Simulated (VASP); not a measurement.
# Ni (Fm-3m) in VASP: further runs

Runs on Ni. Level: PBE. Tasks: single point.

All numbers are computed with VASP 6.6.1; they aren't measurements. Logs are shortened: lines on timing, memory, paths and dates and some standing lists are left out, and cuts for length are marked.

## 1. The cell of the first run

The structure is cubic, space group Fm-3m (No. 225). The conventional cell has a = 3.519 Å, b = 3.519 Å, c = 3.519 Å, α = 90.00°, β = 90.00°, γ = 90.00°. Within 3.3 Å of Ni (site symmetry m-3m) lie 12 Ni at 2.49 Å.

## 2. Single point, PBE, collinear spin, ferromagnetic start

INCAR

```
SYSTEM = Ni
ALGO     = Normal         ! electronic algorithm
EDIFF    = 1E-6           ! SCF threshold, eV
ENCUT    = 520            ! plane-wave cutoff, eV
GGA      = PE             ! functional
ISIF     = 2              ! what is computed and relaxed
ISMEAR   = 0              ! smearing method
ISPIN    = 2              ! spin polarisation
LASPH    = .True.         ! aspherical terms in the spheres
LCHARG   = .False.        ! write CHGCAR
LMAXMIX  = 4              ! l up to which the mixer works
LORBIT   = 11             ! projections on sites
LREAL    = .False.        ! projectors in reciprocal space
LWAVE    = .False.        ! write WAVECAR
MAGMOM   = 0.672          ! initial moments
NBANDS   = 15             ! bands
NELM     = 150            ! most SCF steps
PREC     = Accurate       ! precision mode
SIGMA    = 1.0            ! smearing width, eV
```

KPOINTS

```
k-points
0
Gamma
  15 15 15
  0 0 0
```

POSCAR

```
Ni
1.0
    0.0000000000      1.7596893266      1.7596893266
    1.7596893266      0.0000000000      1.7596893266
    1.7596893266      1.7596893266      0.0000000000
Ni
1
Direct
    0.0000000000      0.0000000000      0.0000000000
```

Potentials or basis: VASP PAW PBE potentials, release 64 (Ni).

On the command line:

```sh
$ cat potpaw_PBE.64/Ni/POTCAR > POTCAR
$ mpirun -np 1 vasp_std > vasp.out
```

OUTCAR:

```text
SYSTEM = Ni
   EDIFF = 1E-6
   ENCUT = 520
   GGA = PE
   ISIF = 2
   ISMEAR = 0
   ISPIN = 2
   LASPH = .True.
   LORBIT = 11
   LREAL = .False.
   NELM = 150
   PREC = Accurate

 ion  position               nearest neighbor table
   1  0.000  0.000  0.000-

  LATTYP: Found a face centered cubic cell.
 ALAT       =     3.5193786532

  Lattice vectors:

 A1 = (   0.0000000000,   1.7596893266,   1.7596893266)
 A2 = (   1.7596893266,   0.0000000000,   1.7596893266)
 A3 = (   1.7596893266,   1.7596893266,   0.0000000000)

Analysis of symmetry for initial positions (statically):
=====================================================================
 Subroutine PRICEL returns:
 Original cell was already a primitive cell.

 Routine SETGRP: Setting up the symmetry group for a
 face centered cubic supercell.

 Subroutine GETGRP returns: Found 48 space group operations
 (whereof 48 operations were pure point group operations)
 out of a pool of 48 trial point group operations.

The static configuration has the point symmetry O_h .

Analysis of symmetry for dynamics (positions and initial velocities):
=====================================================================
 Subroutine PRICEL returns:
 Original cell was already a primitive cell.

 Routine SETGRP: Setting up the symmetry group for a
 face centered cubic supercell.

 Subroutine GETGRP returns: Found 48 space group operations
 (whereof 48 operations were pure point group operations)
 out of a pool of 48 trial point group operations.

The dynamic configuration has the point symmetry O_h .

Analysis of structural, dynamic, and magnetic symmetry:
=====================================================================
 Subroutine PRICEL returns:
 Original cell was already a primitive cell.

 Routine SETGRP: Setting up the symmetry group for a
 face centered cubic supercell.

 Subroutine GETGRP returns: Found 48 space group operations
 (whereof 48 operations were pure point group operations)
 out of a pool of 48 trial point group operations.

The overall configuration has the point symmetry O_h .

 Subroutine INISYM returns: Found 48 space group operations
 (whereof 48 operations are pure point group operations),
 and found     1 'primitive' translations

----------------------------------------------------------------------------------------

                                     Primitive cell

  volume of cell :      10.8978

  direct lattice vectors                    reciprocal lattice vectors
     0.000000000  1.759689327  1.759689327    -0.284141065  0.284141065  0.284141065
     1.759689327  0.000000000  1.759689327     0.284141065 -0.284141065  0.284141065
     1.759689327  1.759689327  0.000000000     0.284141065  0.284141065 -0.284141065

  length of vectors
     2.488576511  2.488576511  2.488576511     0.492146762  0.492146762  0.492146762

  position of ions in fractional coordinates (direct lattice)
     0.000000000  0.000000000  0.000000000

  ion indices of the primitive-cell ions
   primitive index   ion index
                 1           1

----------------------------------------------------------------------------------------

 KPOINTS: k-points

Automatic generation of k-mesh.
 Grid dimensions read from file:
 generate k-points for:   15   15   15

 Generating k-lattice:

  Cartesian coordinates                     Fractional coordinates (reciprocal lattice)
    -0.018942738  0.018942738  0.018942738     0.066666667  0.000000000  0.000000000
     0.018942738 -0.018942738  0.018942738     0.000000000  0.066666667  0.000000000
     0.018942738  0.018942738 -0.018942738     0.000000000  0.000000000  0.066666667

  Length of vectors
     0.032809784  0.032809784  0.032809784

  Shift w.r.t. Gamma in fractional coordinates (k-lattice)
     0.000000000  0.000000000  0.000000000

 Subroutine IBZKPT returns following result:
 ===========================================

 Found    120 irreducible k-points:

 Following reciprocal coordinates:
            Coordinates               Weight
  0.000000  0.000000  0.000000      1.000000
  0.066667  0.000000  0.000000      8.000000
  0.133333  0.000000  0.000000      8.000000
  0.200000  0.000000  0.000000      8.000000
  0.266667  0.000000  0.000000      8.000000
  0.333333  0.000000  0.000000      8.000000
[... 16 lines left out ...]
  0.133333  0.133333  0.000000      6.000000
  0.200000  0.133333  0.000000     24.000000
 [... further k-points ...]
   k-points           NKPTS =    120   k-points in BZ     NKDIM =    120   number of bands    NBANDS=     15
   number of dos      NEDOS =    301   number of ions     NIONS =      1
   total plane-waves  NPLWV =   8000
   dimension x,y,z NGX =    20 NGY =   20 NGZ =   20
   dimension x,y,z NGXF=    40 NGYF=   40 NGZF=   40
   ions per type =               1
   NGX,Y,Z   is equivalent  to a cutoff of  13.36, 13.36, 13.36 a.u.
   NGXF,Y,Z  is equivalent  to a cutoff of  26.72, 26.72, 26.72 a.u.
 SYSTEM =  Ni
   PREC   = accura    normal or accurate (medium, high low for compatibility)
   ISTART =      0    job   : 0-new  1-cont  2-samecut
   ICHARG =      2    charge: 1-file 2-atom 10-const
   ISPIN  =      2    spin polarized calculation?
   LNONCOLLINEAR =      F non collinear calculations
   LSORBIT =      F    spin-orbit coupling
   LASPH  =      T    aspherical Exc in radial PAW
   ENCUT  =  520.0 eV  38.22 Ry    6.18 a.u.   4.63  4.63  4.63*2*pi/ulx,y,z
   NELM   =    150;   NELMIN=  2; NELMDL= -5     # of ELM steps
   EDIFF  = 0.1E-05   stopping-criterion for ELM
   LREAL  =      F    real-space projection
   EDIFFG = 0.1E-04   stopping-criterion for IOM
   NSW    =      0    number of steps for IOM
   IBRION =     -1    ionic relax: 0-MD 1-quasi-New 2-CG
   NFREE  =      0    steps in history (QN), initial steepest desc. (CG)
   ISIF   =      2    stress and relaxation
   ISYM   =      2    0-nonsym 1-usesym 2-fastsym
   POTIM  = 0.5000    time-step for ionic-motion
   TEBEG  =    0.0;   TEEND  =   0.0 temperature during run
   PSTRESS=    0.0 pullay stress
   NELECT =      10.0000    total number of electrons
   NUPDOWN=      -1.0000    fix difference up-down
   EMIN   =  10.00;   EMAX   =-10.00  energy-range for DOS
   EFERMI =   0.00;   METHOD = LEGACY
   ISMEAR =     0;   SIGMA  =   1.00  broadening in eV -4-tet -1-fermi 0-gaus
   EFERMI_NEDOS =   21; number of points for ismear=-14 and -15
   IALGO  =     38    algorithm
   IMIX   =      4    mixing-type and parameters
     AMIX     =   0.40;   BMIX     =  1.00
     AMIX_MAG =   1.60;   BMIX_MAG =  1.00
  volume/ion in A,a.u.               =      10.90        73.54
  Fermi-wavevector in a.u.,A,eV,Ry     =   1.590849  3.006268 34.433612  2.530799
  Thomas-Fermi vector in A             =   2.689480
   LORBIT       =     11    0 simple, 1 ext, 2 COOP (PROOUT), +10 PAW based schemes
   GGA     = PE    functional components
   LHFCALC =     F    Hartree Fock is set to
   AEXX    =    0.0000 exact exchange contribution
   IVDW    =     0    specifies the selected vdW correction
   LEPSILON=     F    determine dielectric tensor
   LRPA    =     F    only Hartree local field effects (RPA)
 spin polarized calculation
 Gauss-broadening in eV      SIGMA  =   1.00
  energy-cutoff  :      520.00
  volume of cell :       10.90
 maximum number of plane-waves:       304
   NGX =  9   NGY =  9   NGZ =  9

 number of electron      10.0000009 magnetization       0.0004004

 Free energy of the ion-electron system (eV)
  ---------------------------------------------------
  ext. energy  EPLUGINS =         0.00000000
  ---------------------------------------------------
  free energy    TOTEN  =        -5.86983825 eV

  energy without entropy =       -5.16286474  energy(sigma->0) =       -5.51635149

 E-fermi :   9.4592     XC(G=0): -13.2513

 val. band max:        9.4554347841   @ k =  -0.2000   0.2000   0.0000
 cond. band min:       9.5779374425   @ k =   0.4000   0.2000   0.0000
 fundamental gap:      0.1225026584
 Fermi energy:         9.4592322138

 spin component 1

 k-point     1 :       0.0000    0.0000    0.0000
  band No.  band energies     occupation
      1       0.3373      1.00000
      2       7.2949      0.99890
      3       7.2949      0.99890
      4       7.2949      0.99890
      5       8.3758      0.93726
      6       8.3758      0.93726
      7      32.9884      0.00000
      8      36.9000      0.00000
      9      36.9000      0.00000
     10      36.9000      0.00000
     11      39.8955      0.00000
     12      39.8955      0.00000
     13      39.8955      0.00000
     14      42.7402      0.00000
     15      49.1853      0.00000
[... 397 lines left out ...]
 k-point    24 :       0.2000    0.1333    0.0000
  band No.  band energies     occupation
      1       1.8393      1.00000
      2       6.8105      0.99991
      3       7.6398      0.99496
      4       7.6779      0.99412
      5       8.0333      0.97813
      6       8.5558      0.89931
      7      29.0565      0.00000
      8      31.6292      0.00000
      9      32.0290      0.00000
     10      34.3115      0.00000
     11      38.8137      0.00000
     12      43.2171      0.00000
     13      44.9151      0.00000
     14      45.5274      0.00000
     15      50.4240      0.00000

 [... further k-points ...]

 spin component 2

 k-point     1 :       0.0000    0.0000    0.0000
  band No.  band energies     occupation
      1       0.3371      1.00000
      2       7.2955      0.99889
      3       7.2955      0.99889
      4       7.2955      0.99889
      5       8.3765      0.93715
      6       8.3765      0.93715
      7      32.9881      0.00000
      8      36.8998      0.00000
      9      36.8998      0.00000
     10      36.8998      0.00000
     11      39.8954      0.00000
     12      39.8954      0.00000
     13      39.8954      0.00000
     14      42.7397      0.00000
     15      49.1854      0.00000
[... 397 lines left out ...]
 k-point    24 :       0.2000    0.1333    0.0000
  band No.  band energies     occupation
      1       1.8391      1.00000
      2       6.8110      0.99991
      3       7.6404      0.99495
      4       7.6784      0.99411
      5       8.0339      0.97808
      6       8.5564      0.89915
      7      29.0564      0.00000
      8      31.6291      0.00000
      9      32.0288      0.00000
     10      34.3113      0.00000
     11      38.8139      0.00000
     12      43.2169      0.00000
     13      44.9148      0.00000
     14      45.5272      0.00000
     15      50.4236      0.00000

 [... further k-points ...]
[... 5 lines left out ...]
  --------------------------------------------------------------------------------------
  -------------------------------------------------------------------------------------
  Total        0.2408964      0.2408964      0.2408964      0.0000000     -0.0000000     -0.0000000
  in kB       35.4162804     35.4162804     35.4162804      0.0000000     -0.0000000     -0.0000000
  external PRESSURE =      35.4162804 kB  Pullay stress =       0.0000000 kB

 VOLUME and BASIS-vectors are now :
 -----------------------------------------------------------------------------
  energy-cutoff  :      520.00
  volume of cell :       10.90
      direct lattice vectors                 reciprocal lattice vectors
     0.000000000  1.759689327  1.759689327    -0.284141065  0.284141065  0.284141065
     1.759689327  0.000000000  1.759689327     0.284141065 -0.284141065  0.284141065
     1.759689327  1.759689327  0.000000000     0.284141065  0.284141065 -0.284141065

 POSITION                                       TOTAL-FORCE (eV/Angst)
 -----------------------------------------------------------------------------------
      0.00000      0.00000      0.00000         0.000000      0.000000      0.000000
 -----------------------------------------------------------------------------------
    total drift:                                0.000000      0.000000      0.000000

  FREE ENERGIE OF THE ION-ELECTRON SYSTEM (eV)
  ---------------------------------------------------
  free  energy   TOTEN  =        -5.8698382464 eV

  energy  without entropy=       -5.1628647368  energy(sigma->0) =       -5.51635149

 total charge

# of ion       s       p       d       tot
------------------------------------------
    1        0.500   0.502   8.304   9.306

 magnetization (x)

# of ion       s       p       d       tot
------------------------------------------
    1       -0.000  -0.000   0.000   0.000
```

Wall time 78 s (1 thread of Intel Xeon 8259CL, shared host); peak memory 0.15 GiB.

Results:

- Free energy: -5.8698 eV
- Pressure: 3.5 GPa
- Band gap on the k mesh: zero (filled and empty bands overlap)
- Net moment: 0.00 μB per cell
- Valence electrons inside the program's atomic spheres: Ni 9.31

Caveat: the cell stands under pressure; so wide a smearing shifts energies and pressures.

(Part 1 of 2 ends here.)
